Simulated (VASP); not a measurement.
# Al in VASP: further runs, part 2 of 2

VASP 6.6.1. Earlier steps stand in the parts before.

### Step 3. Single point, PBE+D3(BJ) (uniaxial strain along a: +3.0 %)

File INCAR:

```
SYSTEM = Al
ALGO = Fast
EDIFF = 1E-7
ENCUT = 520
GGA = PE
ISIF = 2
ISMEAR = 0
IVDW = 12
LASPH = .TRUE.
LCHARG = .FALSE.
LREAL = .FALSE.
LWAVE = .FALSE.
NBANDS = 10
NELM = 80
PREC = Accurate
SIGMA = 0.1
```

File KPOINTS:

```
k-points
0
G
  24 24 12
  0 0 0
```

File POSCAR:

```
Al
1.0
    2.8879383550      0.0000000000      0.0000000000
   -1.4439691775      2.4099711360      0.0000000000
    0.0000000000      0.0000000000      4.6413254107
Al
2
Direct
    0.6673913434      0.3348321195      0.7500000000
    0.3326086566      0.6651678805      0.2500000000
```

Potentials or basis: VASP PAW PBE potentials, release 64 (Al).

On the command line:

```
$ cat potpaw_PBE.64/Al/POTCAR > POTCAR
$ mpirun -np 1 vasp_std > vasp.out
```

OUTCAR:

```text
SYSTEM = Al
   EDIFF = 1E-7
   ENCUT = 520
   GGA = PE
   ISIF = 2
   ISMEAR = 0
   IVDW = 12
   LASPH = .TRUE.
   LREAL = .FALSE.
   NELM = 80
   PREC = Accurate
 IVDW          = 12

 ion  position               nearest neighbor table
   1  0.667  0.335  0.750-   2 2.83   2 2.83   2 2.85   2 2.85   2 2.85   2 2.85
   2  0.333  0.665  0.250-   1 2.83   1 2.83   1 2.85   1 2.85   1 2.85   1 2.85

  Warning from LATTYP: Monoclinic adjustment (A1->A3, A2->A1, A3->A2)!
  LATTYP: Found a base centered orthorhombic cell.
 ALAT       =     2.8879383550
 B/A-ratio  =     1.6689907053
 C/A-ratio  =     1.6071414415

  Lattice vectors:

 A1 = (   1.4439691775,  -2.4099711360,   0.0000000000)
 A2 = (   1.4439691775,   2.4099711360,   0.0000000000)
 A3 = (   0.0000000000,   0.0000000000,   4.6413254107)

Analysis of symmetry for initial positions (statically):
=====================================================================
 Subroutine PRICEL returns:
 Original cell was already a primitive cell.

 Routine SETGRP: Setting up the symmetry group for a
 base centered orthorhombic supercell.

 Subroutine GETGRP returns: Found  4 space group operations
 (whereof  2 operations were pure point group operations)
 out of a pool of  8 trial point group operations.

The static configuration has the point symmetry S_2 .
 The point group associated with its full space group is C_2h.

Analysis of symmetry for dynamics (positions and initial velocities):
=====================================================================
 Subroutine PRICEL returns:
 Original cell was already a primitive cell.

 Routine SETGRP: Setting up the symmetry group for a
 base centered orthorhombic supercell.

 Subroutine GETGRP returns: Found  4 space group operations
 (whereof  2 operations were pure point group operations)
 out of a pool of  8 trial point group operations.

The dynamic configuration has the point symmetry S_2 .
 The point group associated with its full space group is C_2h.

 Subroutine INISYM returns: Found  4 space group operations
 (whereof  2 operations are pure point group operations),
 and found     1 'primitive' translations

----------------------------------------------------------------------------------------

                                     Primitive cell

  volume of cell :      32.3029

  direct lattice vectors                    reciprocal lattice vectors
     2.887938355  0.000000000  0.000000000     0.346267779  0.207471365  0.000000000
    -1.443969178  2.409971136  0.000000000     0.000000000  0.414942729  0.000000000
     0.000000000  0.000000000  4.641325411     0.000000000  0.000000000  0.215455697

  length of vectors
     2.887938355  2.809449744  4.641325411     0.403665384  0.414942729  0.215455697

  position of ions in fractional coordinates (direct lattice)
     0.667391343  0.334832119  0.750000000
     0.332608657  0.665167881  0.250000000

  ion indices of the primitive-cell ions
   primitive index   ion index
                 1           1
                 2           2

----------------------------------------------------------------------------------------

 KPOINTS: k-points

Automatic generation of k-mesh.
 Grid dimensions read from file:
 generate k-points for:   24   24   12

 Generating k-lattice:

  Cartesian coordinates                     Fractional coordinates (reciprocal lattice)
[... 43 lines left out ...]
   number of dos      NEDOS =    301   number of ions     NIONS =      2
   total plane-waves  NPLWV =  20736
   dimension x,y,z NGX =    24 NGY =   24 NGZ =   36
   dimension x,y,z NGXF=    48 NGYF=   48 NGZF=   72
   ions per type =               2
   NGX,Y,Z   is equivalent  to a cutoff of  13.82, 14.20, 12.89 a.u.
   NGXF,Y,Z  is equivalent  to a cutoff of  27.63, 28.40, 25.79 a.u.
 SYSTEM =  Al
   PREC   = accura    normal or accurate (medium, high low for compatibility)
   ISTART =      0    job   : 0-new  1-cont  2-samecut
   ICHARG =      2    charge: 1-file 2-atom 10-const
   ISPIN  =      1    spin polarized calculation?
   LNONCOLLINEAR =      F non collinear calculations
   LSORBIT =      F    spin-orbit coupling
   LASPH  =      T    aspherical Exc in radial PAW
   ENCUT  =  520.0 eV  38.22 Ry    6.18 a.u.   5.37  5.22  8.63*2*pi/ulx,y,z
   NELM   =     80;   NELMIN=  2; NELMDL= -5     # of ELM steps
   EDIFF  = 0.1E-06   stopping-criterion for ELM
   LREAL  =      F    real-space projection
   EDIFFG = 0.1E-05   stopping-criterion for IOM
   NSW    =      0    number of steps for IOM
   IBRION =     -1    ionic relax: 0-MD 1-quasi-New 2-CG
   NFREE  =      0    steps in history (QN), initial steepest desc. (CG)
   ISIF   =      2    stress and relaxation
   ISYM   =      2    0-nonsym 1-usesym 2-fastsym
   POTIM  = 0.5000    time-step for ionic-motion
   TEBEG  =    0.0;   TEEND  =   0.0 temperature during run
   PSTRESS=    0.0 pullay stress
   NELECT =       6.0000    total number of electrons
   NUPDOWN=      -1.0000    fix difference up-down
   EMIN   =  10.00;   EMAX   =-10.00  energy-range for DOS
   EFERMI =   0.00;   METHOD = LEGACY
   ISMEAR =     0;   SIGMA  =   0.10  broadening in eV -4-tet -1-fermi 0-gaus
   EFERMI_NEDOS =   21; number of points for ismear=-14 and -15
   IALGO  =     68    algorithm
   IMIX   =      4    mixing-type and parameters
     AMIX     =   0.40;   BMIX     =  1.00
     AMIX_MAG =   1.60;   BMIX_MAG =  1.00
  volume/ion in A,a.u.               =      16.15       109.00
  Fermi-wavevector in a.u.,A,eV,Ry     =   0.934067  1.765131 11.870825  0.872481
  Thomas-Fermi vector in A             =   2.060833
   LORBIT       =      0    0 simple, 1 ext, 2 COOP (PROOUT), +10 PAW based schemes
   GGA     = PE    functional components
   LHFCALC =     F    Hartree Fock is set to
   AEXX    =    0.0000 exact exchange contribution
   IVDW    =    12    specifies the selected vdW correction
   LEPSILON=     F    determine dielectric tensor
   LRPA    =     F    only Hartree local field effects (RPA)
 non-spin polarized calculation
 RMM-DIIS sequential band-by-band and
 Gauss-broadening in eV      SIGMA  =   0.10
  energy-cutoff  :      520.00
  volume of cell :       32.30
 maximum number of plane-waves:       886
 NGX is ok and might be reduce to    24
   NGX = 11   NGY = 11   NGZ = 17

 number of electron       6.0000000 magnetization

 Free energy of the ion-electron system (eV)
  ---------------------------------------------------
  ext. energy  EPLUGINS =         0.00000000
  ---------------------------------------------------
  free energy    TOTEN  =        -7.41968069 eV

  energy without entropy =       -7.41582817  energy(sigma->0) =       -7.41775443

 E-fermi :   8.2246     XC(G=0): -10.2754

 val. band max:        8.2241189358   @ k =   0.0000   0.3750   0.5000
 cond. band min:       8.2297571680   @ k =   0.2083   0.3333   0.0833
 fundamental gap:      0.0056382322
 Fermi energy:         8.2246135991

 k-point     1 :       0.0000    0.0000    0.0000
  band No.  band energies     occupation
      1      -3.0610      2.00000
      2       3.5342      2.00000
      3       3.7801      2.00000
      4      18.6043      0.00000
      5      18.8624      0.00000
      6      19.2914      0.00000
      7      19.8031      0.00000
      8      20.5178      0.00000
      9      22.5537      0.00000
     10      22.7164      0.00000
[... 287 lines left out ...]
 k-point    24 :       0.5000    0.0000    0.0000
  band No.  band energies     occupation
      1       2.7272      2.00000
      2       2.9415      2.00000
      3       8.7041      0.00000
      4       9.2904      0.00000
      5       9.6253      0.00000
      6       9.8877      0.00000
      7      14.3078      0.00000
      8      15.9798      0.00000
      9      20.1175      0.00000
     10      20.2246      0.00000

 [... further k-points ...]

------------------------ aborting loop because EDIFF is reached ----------------------------------------

 Edisp (eV)   -0.68765

 E8    (eV) :    -0.3075

  FORCE on cell =-STRESS in cart. coord.  units (eV):
  Direction    XX          YY          ZZ          XY          YZ          ZX
  --------------------------------------------------------------------------------------
  -------------------------------------------------------------------------------------
  Total      -0.50428    -0.07198    -0.11039    -0.00002     0.00000     0.00000
  in kB     -25.01179    -3.57022    -5.47506    -0.00124     0.00000     0.00000
  external pressure =      -11.35 kB  Pullay stress =        0.00 kB

 VOLUME and BASIS-vectors are now :
 -----------------------------------------------------------------------------
  energy-cutoff  :      520.00
  volume of cell :       32.30
      direct lattice vectors                 reciprocal lattice vectors
     2.887938355  0.000000000  0.000000000     0.346267779  0.207471365  0.000000000
    -1.443969178  2.409971136  0.000000000     0.000000000  0.414942729  0.000000000
     0.000000000  0.000000000  4.641325411     0.000000000  0.000000000  0.215455697

 POSITION                                       TOTAL-FORCE (eV/Angst)
 -----------------------------------------------------------------------------------
      1.44390      0.80694      3.48099         0.000158      0.003949     -0.000000
      0.00007      1.60304      1.16033        -0.000158     -0.003949      0.000000
 -----------------------------------------------------------------------------------
    total drift:                               -0.000000      0.000000     -0.000000

  FREE ENERGIE OF THE ION-ELECTRON SYSTEM (eV)
  ---------------------------------------------------
  free  energy   TOTEN  =        -8.1073267242 eV

  energy  without entropy=       -8.1034742103  energy(sigma->0) =       -8.10540047
```

stdout:

```text
POSCAR found type information on POSCAR Al
 POSCAR found :  1 types and       2 ions
 scaLAPACK will be used
 LDA part: xc-table for (Slater+PW92), standard interpolation
 POSCAR, INCAR and KPOINTS ok, starting setup
 FFT: planning ... GRIDC
 FFT: planning ... GRID_SOFT
 FFT: planning ... GRID
 WAVECAR not read
 entering main loop
```

Wall time 3.2 min (1 thread of Intel Xeon 6975P-C (Granite Rapids), shared host); peak memory 0.6 GiB.

What came out:

```yaml
Free_energy: -8.1073 eV
Pressure: -1.1 GPa
Largest_force: 0.004 eV/Å
Band_gap_on_the_k_mesh: zero (band 3 reaches 12.53 eV, above the bottom of band 4 at 4.86 eV)
Dispersion_energy_per_atom: -0.344 eV
```

Forces on the atoms (eV/Å):
```
Al   0.000  0.004  0.000
Al   0.000 -0.004  0.000
```

Caveat: the cell differs from its parent crystal (uniaxial strain along a: +3.0 %); pairwise dispersion overbinds metals, which lowers pressure and volume.
